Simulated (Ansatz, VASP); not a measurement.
# Two plane-wave programs on InSb

```
CELL_PARAMETERS angstrom
0.00000 3.25993 2.99913
3.25993 0.00000 2.99913
3.25993 3.25993 0.00000
ATOMIC_POSITIONS crystal
In 0.00000 0.00000 0.00000
Sb 0.75000 0.75000 0.75000
```

Change from the starting cell: strain +0.000 along x and y, -0.080 along z, atoms carried along.

Alike in both runs: task single point; functional PBEsol; k mesh 16 × 16 × 16; occupations gaussian, width 0.15 eV; no spin polarisation.

|  | VASP | Ansatz |
| --- | --- | --- |
| version | VASP 6.6.1 | Ansatz 0.2.0 |
| potentials or method | VASP PAW PBE potentials, release 64 (In_d, Sb), cutoff 520 eV | scalar-relativistic, plane waves, PAW |
| valence electrons in the cell | 18 | 28 |

|  | VASP | Ansatz | Ansatz less VASP |
| --- | --- | --- | --- |
| pressure (GPa) | 4.2 | 4.2 | -0.02 |
| traceless stress, the component that is largest in VASP (GPa) | 1.16 | 1.16 | -0.001 |

VASP's potentials were made for PBE, not for PBEsol. VASP's potentials hold 18 valence electrons a cell and Ansatz's 28, so a difference there can come from the potentials and not from the codes.

Neither program's run includes spin-orbit coupling.
